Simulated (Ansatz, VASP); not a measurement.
# Two plane-wave programs on Nb

```
Nb
1.0
    -1.62311    1.62311    1.62311
     1.62311   -1.62311    1.62311
     1.62311    1.62311   -1.62311
Nb
1
Direct
  0.00000 0.00000 0.00000
```

Alike in both runs: task single point; functional LDA; k mesh 14 × 14 × 14; occupations methfessel-paxton of order 1, width 0.2 eV; no spin polarisation.

|  | VASP | Ansatz |
| --- | --- | --- |
| version | VASP 6.6.1 | Ansatz 0.2.0 |
| potentials or method | VASP PAW LDA potentials, release 64 (Nb_sv), cutoff 520 eV | plane waves (420 eV) with PAW, scalar-relativistic |
| valence electrons in the cell | 13 | 13 |

```csv
,VASP,Ansatz,Ansatz less VASP
pressure (GPa),0.0,0.2,+0.14
```

Ansatz warns that its potentials were made for another functional, while VASP's fit it. LDA's correlation is that of Perdew and Zunger in VASP and of Perdew and Wang (1992) in Ansatz.
